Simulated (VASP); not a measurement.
# Hf3ZrS8 (C2/m) in VASP: further runs

Runs on Hf3ZrS8. Level: PBE. Tasks: single point.

All numbers are computed with VASP 6.6.1; they aren't measurements. Logs are shortened: lines on timing, memory, paths and dates and some standing lists are left out, and cuts for length are marked.

**1. The cell of the first run**

Symmetry: C2/m, No. 12, monoclinic system. Conventional cell: a = 11.916 Å, b = 7.162 Å, c = 8.601 Å, α = 90.00°, β = 133.85°, γ = 90.00°. Within 3.3 Å of Zr (site symmetry 2/m) lie 6 S at 2.50 Å. Hf (site symmetry 2/m) has 6 S at 2.50 Å within 3.3 Å. Within 3.3 Å of Hf (site symmetry -1) lie 6 S at 2.50 Å. Within 3.3 Å of S (site symmetry m) lie 3 Hf at 2.50 Å. S (site symmetry m) has 1 Zr at 2.50 Å and 2 Hf at 2.50 Å within 3.3 Å. S (site symmetry 1) has 2 Hf at 2.50 Å and 1 Zr at 2.50 Å within 3.3 Å.

**2. Single point, PBE**

Contents of INCAR:

```
  ALGO = Normal
  EDIFF = 1E-6
  ENCUT = 520
  GGA = PE
  ISIF = 2
  ISMEAR = 0
  LASPH = True
  LCHARG = False
  LREAL = False
  LWAVE = False
  NBANDS = 57
  NELM = 100
  PREC = Accurate
  SIGMA = 0.1
```

Contents of KPOINTS:

```
k-points
0
Gamma
  4 4 4
```

Contents of POSCAR:

```
Hf3ZrS8
1.0
    5.9582060700     -3.5811486200      0.0000000000
    5.9582060700      3.5811486200      0.0000000000
   -5.9582060700      0.0000000000      6.2027313600
Zr Hf S
1 3 8
Direct
    0.0000000000      0.0000000000      0.0000000000
    0.5000000000      0.5000000000      0.0000000000
    0.5000000000      0.0000000000      0.5000000000
    0.0000000000      0.5000000000      0.5000000000
    0.4513573000      0.4513573000      0.6666666700
    0.9513573000      0.9513573000      0.6666666700
    0.9513573000      0.4513573000      0.1666666700
    0.4513573000      0.9513573000      0.1666666700
    0.0486427000      0.5486427000      0.8333333300
    0.5486427000      0.0486427000      0.8333333300
    0.5486427000      0.5486427000      0.3333333300
    0.0486427000      0.0486427000      0.3333333300
```

Potentials or basis: VASP PAW PBE potentials, release 64 (Zr_sv, Hf_pv, S).

On the command line:

```
cat potpaw_PBE.64/Zr_sv/POTCAR potpaw_PBE.64/Hf_pv/POTCAR potpaw_PBE.64/S/POTCAR > POTCAR
mpirun -np 1 vasp_std > vasp.out
```

OUTCAR:

```text
EDIFF = 1E-6
   ENCUT = 520
   GGA = PE
   ISIF = 2
   ISMEAR = 0
   LASPH = True
   LREAL = False
   NELM = 100
   PREC = Accurate

 ion  position               nearest neighbor table
   1  0.000  0.000  0.000-   6 2.50  12 2.50   8 2.50   9 2.50  10 2.50   7 2.50   2 3.58   2 3.58
                             3 3.58   4 3.58   4 3.58   3 3.58
   2  0.500  0.500  0.000-   5 2.50  11 2.50   8 2.50   9 2.50  10 2.50   7 2.50   1 3.58   1 3.58
                             3 3.58   3 3.58   4 3.58   4 3.58
   3  0.500  0.000  0.500-   8 2.50  10 2.50   5 2.50   6 2.50  11 2.50  12 2.50   4 3.58   4 3.58
                             1 3.58   2 3.58   2 3.58   1 3.58
   4  0.000  0.500  0.500-   7 2.50   9 2.50   5 2.50   6 2.50  11 2.50  12 2.50   3 3.58   3 3.58
                             1 3.58   1 3.58   2 3.58   2 3.58
   5  0.451  0.451  0.667-   2 2.50   3 2.50   4 2.50
   6  0.951  0.951  0.667-   1 2.50   3 2.50   4 2.50
   7  0.951  0.451  0.167-   4 2.50   2 2.50   1 2.50
   8  0.451  0.951  0.167-   3 2.50   2 2.50   1 2.50
   9  0.049  0.549  0.833-   4 2.50   2 2.50   1 2.50
  10  0.549  0.049  0.833-   3 2.50   2 2.50   1 2.50
  11  0.549  0.549  0.333-   2 2.50   3 2.50   4 2.50
  12  0.049  0.049  0.333-   1 2.50   3 2.50   4 2.50

  LATTYP: Found a face centered orthorhombic cell.
 ALAT       =     7.1622972400
 B/A-ratio  =     1.6637695617
 C/A-ratio  =     1.7320508078

  Lattice vectors:

 A1 = (   5.9582060700,   0.0000000000,  -6.2027313600)
 A2 = (   0.0000000000,   3.5811486200,  -6.2027313600)
 A3 = (   5.9582060700,   3.5811486200,   0.0000000000)

Analysis of symmetry for initial positions (statically):
=====================================================================
 Subroutine PRICEL returns:
 Original cell was already a primitive cell.

 Routine SETGRP: Setting up the symmetry group for a
 face centered orthorhombic supercell.

 Subroutine GETGRP returns: Found  4 space group operations
 (whereof  4 operations were pure point group operations)
 out of a pool of  8 trial point group operations.

The static configuration has the point symmetry C_2h.

Analysis of symmetry for dynamics (positions and initial velocities):
=====================================================================
 Subroutine PRICEL returns:
 Original cell was already a primitive cell.

 Routine SETGRP: Setting up the symmetry group for a
 face centered orthorhombic supercell.

 Subroutine GETGRP returns: Found  4 space group operations
 (whereof  4 operations were pure point group operations)
 out of a pool of  8 trial point group operations.

The dynamic configuration has the point symmetry C_2h.

 Subroutine INISYM returns: Found  4 space group operations
 (whereof  4 operations are pure point group operations),
 and found     1 'primitive' translations

----------------------------------------------------------------------------------------

                                     Primitive cell

  volume of cell :     264.6981

  direct lattice vectors                    reciprocal lattice vectors
     5.958206070 -3.581148620  0.000000000     0.083917876 -0.139620008  0.080609649
     5.958206070  3.581148620  0.000000000     0.083917876  0.139620008  0.080609649
    -5.958206070  0.000000000  6.202731360     0.000000000  0.000000000  0.161219299

  length of vectors
     6.951607369  6.951607369  8.600819490     0.181752228  0.181752228  0.161219299

  position of ions in fractional coordinates (direct lattice)
     0.000000000  0.000000000  0.000000000
     0.500000000  0.500000000  0.000000000
     0.500000000  0.000000000  0.500000000
     0.000000000  0.500000000  0.500000000
     0.451357300  0.451357300  0.666666670
     0.951357300  0.951357300  0.666666670
     0.951357300  0.451357300  0.166666670
     0.451357300  0.951357300  0.166666670
     0.048642700  0.548642700  0.833333330
     0.548642700  0.048642700  0.833333330
     0.548642700  0.548642700  0.333333330
     0.048642700  0.048642700  0.333333330

  ion indices of the primitive-cell ions
   primitive index   ion index
                 1           1
                 2           2
                 3           3
                 4           4
                 5           5
                 6           6
                 7           7
                 8           8
                 9           9
                10          10
                11          11
                12          12

----------------------------------------------------------------------------------------

 KPOINTS: k-points

Automatic generation of k-mesh.
 Grid dimensions read from file:
 generate k-points for:    4    4    4

 Generating k-lattice:

  Cartesian coordinates                     Fractional coordinates (reciprocal lattice)
     0.020979469 -0.034905002  0.020152412     0.250000000  0.000000000  0.000000000
     0.020979469  0.034905002  0.020152412     0.000000000  0.250000000  0.000000000
     0.000000000  0.000000000  0.040304825     0.000000000  0.000000000  0.250000000

  Length of vectors
     0.045438057  0.045438057  0.040304825

  Shift w.r.t. Gamma in fractional coordinates (k-lattice)
     0.000000000  0.000000000  0.000000000

 Subroutine IBZKPT returns following result:
 ===========================================

 Found     24 irreducible k-points:

 Following reciprocal coordinates:
            Coordinates               Weight
  0.000000  0.000000  0.000000      1.000000
  0.250000  0.000000  0.000000      4.000000
  0.000000  0.250000 -0.250000      4.000000
  0.500000  0.000000  0.000000      2.000000
  0.000000  0.500000  0.500000      2.000000
  0.250000  0.250000  0.000000      2.000000
[... 16 lines left out ...]
 -0.250000  0.250000  0.500000      2.000000
  0.500000  0.500000  0.500000      1.000000
   k-points           NKPTS =     24   k-points in BZ     NKDIM =     24   number of bands    NBANDS=     57
   number of dos      NEDOS =    301   number of ions     NIONS =     12
   total plane-waves  NPLWV = 186624
   dimension x,y,z NGX =    54 NGY =   54 NGZ =   64
   dimension x,y,z NGXF=   108 NGYF=  108 NGZF=  128
   ions per type =               1   3   8
   NGX,Y,Z   is equivalent  to a cutoff of  12.91, 12.91, 12.37 a.u.
   NGXF,Y,Z  is equivalent  to a cutoff of  25.83, 25.83, 24.74 a.u.
 SYSTEM =  unknown system
   PREC   = accura    normal or accurate (medium, high low for compatibility)
   ISTART =      0    job   : 0-new  1-cont  2-samecut
   ICHARG =      2    charge: 1-file 2-atom 10-const
   ISPIN  =      1    spin polarized calculation?
   LNONCOLLINEAR =      F non collinear calculations
   LSORBIT =      F    spin-orbit coupling
   LASPH  =      T    aspherical Exc in radial PAW
   ENCUT  =  520.0 eV  38.22 Ry    6.18 a.u.  12.93 12.93 15.99*2*pi/ulx,y,z
   NELM   =    100;   NELMIN=  2; NELMDL= -5     # of ELM steps
   EDIFF  = 0.1E-05   stopping-criterion for ELM
   LREAL  =      F    real-space projection
   EDIFFG = 0.1E-04   stopping-criterion for IOM
   NSW    =      0    number of steps for IOM
   IBRION =     -1    ionic relax: 0-MD 1-quasi-New 2-CG
   NFREE  =      0    steps in history (QN), initial steepest desc. (CG)
   ISIF   =      2    stress and relaxation
   ISYM   =      2    0-nonsym 1-usesym 2-fastsym
   POTIM  = 0.5000    time-step for ionic-motion
   TEBEG  =    0.0;   TEEND  =   0.0 temperature during run
   PSTRESS=    0.0 pullay stress
   NELECT =      90.0000    total number of electrons
   NUPDOWN=      -1.0000    fix difference up-down
   EMIN   =  10.00;   EMAX   =-10.00  energy-range for DOS
   EFERMI =   0.00;   METHOD = LEGACY
   ISMEAR =     0;   SIGMA  =   0.10  broadening in eV -4-tet -1-fermi 0-gaus
   EFERMI_NEDOS =   21; number of points for ismear=-14 and -15
   IALGO  =     38    algorithm
   IMIX   =      4    mixing-type and parameters
     AMIX     =   0.40;   BMIX     =  1.00
     AMIX_MAG =   1.60;   BMIX_MAG =  1.00
  volume/ion in A,a.u.               =      22.06       148.86
  Fermi-wavevector in a.u.,A,eV,Ry     =   1.142629  2.159256 17.763793  1.305602
  Thomas-Fermi vector in A             =   2.279327
   LORBIT       =      0    0 simple, 1 ext, 2 COOP (PROOUT), +10 PAW based schemes
   GGA     = PE    functional components
   LHFCALC =     F    Hartree Fock is set to
   AEXX    =    0.0000 exact exchange contribution
   IVDW    =     0    specifies the selected vdW correction
   LEPSILON=     F    determine dielectric tensor
   LRPA    =     F    only Hartree local field effects (RPA)
 non-spin polarized calculation
 Gauss-broadening in eV      SIGMA  =   0.10
  energy-cutoff  :      520.00
  volume of cell :      264.70
 maximum number of plane-waves:      7152
 NGX is ok and might be reduce to    54
   NGX = 25   NGY = 25   NGZ = 31

 number of electron      89.9999999 magnetization

 Free energy of the ion-electron system (eV)
  ---------------------------------------------------
  ext. energy  EPLUGINS =         0.00000000
  ---------------------------------------------------
  free energy    TOTEN  =       -89.75096519 eV

  energy without entropy =      -89.75096519  energy(sigma->0) =      -89.75096519

 E-fermi :   4.2368     XC(G=0):  -9.6367

 val. band max:        3.6676579927   @ k =   0.0000   0.0000   0.2500
 cond. band min:       4.7441356508   @ k =   0.0000   0.0000   0.0000
 fundamental gap:      1.0764776582
 Fermi energy:         4.2368314357

 k-point     1 :       0.0000    0.0000    0.0000
  band No.  band energies     occupation
      1     -45.0062      2.00000
      2     -26.9550      2.00000
      3     -26.8821      2.00000
      4     -26.8819      2.00000
      5     -26.8418      2.00000
      6     -26.8067      2.00000
[... 1429 lines left out ...]
     56       7.9476      0.00000
     57       7.9773      0.00000

------------------------ aborting loop because EDIFF is reached ----------------------------------------

  FORCE on cell =-STRESS in cart. coord.  units (eV):
  Direction    XX          YY          ZZ          XY          YZ          ZX
  --------------------------------------------------------------------------------------
  -------------------------------------------------------------------------------------
  Total       11.6720289     11.9954751     11.9970761      0.0000000      0.0000000      0.0000478
  in kB       70.6490141     72.6067842     72.6164750      0.0000000      0.0000000      0.0002894
  external PRESSURE =      71.9574244 kB  Pullay stress =       0.0000000 kB

 VOLUME and BASIS-vectors are now :
 -----------------------------------------------------------------------------
  energy-cutoff  :      520.00
  volume of cell :      264.70
      direct lattice vectors                 reciprocal lattice vectors
     5.958206070 -3.581148620  0.000000000     0.083917876 -0.139620008  0.080609649
     5.958206070  3.581148620  0.000000000     0.083917876  0.139620008  0.080609649
    -5.958206070  0.000000000  6.202731360     0.000000000  0.000000000  0.161219299

 POSITION                                       TOTAL-FORCE (eV/Angst)
 -----------------------------------------------------------------------------------
      0.00000      0.00000      0.00000         0.000000      0.000000      0.000000
      5.95821      0.00000      0.00000         0.000000      0.000000      0.000000
      0.00000     -1.79057      3.10137         0.000000      0.000000      0.000000
      0.00000      1.79057      3.10137         0.000000      0.000000      0.000000
      1.40642      0.00000      4.13515         0.794526      0.000000      0.000656
      7.36463      0.00000      4.13515         0.885338      0.000000     -0.218550
      7.36463     -1.79057      1.03379         0.885746      0.189890      0.108882
      7.36463      1.79057      1.03379         0.885746     -0.189890      0.108882
     -1.40642      1.79057      5.16894        -0.885746     -0.189890     -0.108882
     -1.40642     -1.79057      5.16894        -0.885746      0.189890     -0.108882
      4.55178      0.00000      2.06758        -0.794526      0.000000     -0.000656
     -1.40642      0.00000      2.06758        -0.885338      0.000000      0.218550
 -----------------------------------------------------------------------------------
    total drift:                               -0.000000      0.000000     -0.000000

  FREE ENERGIE OF THE ION-ELECTRON SYSTEM (eV)
  ---------------------------------------------------
  free  energy   TOTEN  =       -89.7509651917 eV

  energy  without entropy=      -89.7509651917  energy(sigma->0) =      -89.75096519
```

Wall time 10 min (1 thread of Intel Xeon Platinum 8488C (Sapphire Rapids), shared host); peak memory 0.6 GiB.

Results:

```yaml
Free_energy: -89.7510 eV
Pressure: 7.2 GPa
Largest_force: 0.912 eV/Å
Band_gap_on_the_k_mesh: 1.08 eV, indirect (least direct gap 1.08 eV)
```

Forces in eV/Å, atoms in the order of the input:
```
Zr   0.000  0.000  0.000
Hf   0.000  0.000  0.000
Hf   0.000  0.000  0.000
Hf   0.000  0.000  0.000
S    0.795  0.000  0.001
S    0.885  0.000 -0.219
S    0.886  0.190  0.109
S    0.886 -0.190  0.109
S   -0.886 -0.190 -0.109
S   -0.886  0.190 -0.109
S   -0.795  0.000 -0.001
S   -0.885  0.000  0.219
```

Levels at points of the mesh, in eV from the valence-band top:
```tsv
k point	band 42	band 43	band 44	band 45	band 46	band 47	band 48	band 49
(0.00, 0.00, 0.00)	-0.89	-0.08	-0.01	-0.01	1.08	1.10	1.29	1.94
(0.50, 0.00, 0.00)	-0.95	-0.90	-0.32	-0.30	1.50	1.62	2.41	2.62
(0.00, 0.50, 0.50)	-1.10	-1.05	-0.74	-0.72	1.58	1.69	2.40	2.62
(0.50, 0.50, 0.00)	-1.02	-0.97	-0.75	-0.73	1.51	1.62	2.39	2.60
(0.00, 0.00, 0.50)	-1.03	-0.98	-0.39	-0.37	1.61	1.72	2.44	2.67
(0.50, 0.50, 0.50)	-1.02	-0.90	-0.11	-0.11	1.09	1.26	1.31	1.91
```

Caveat: spin-orbit coupling is left out, which moves the levels of the heavy elements. A k mesh can miss the band edges.

[end of part 1 of 2]
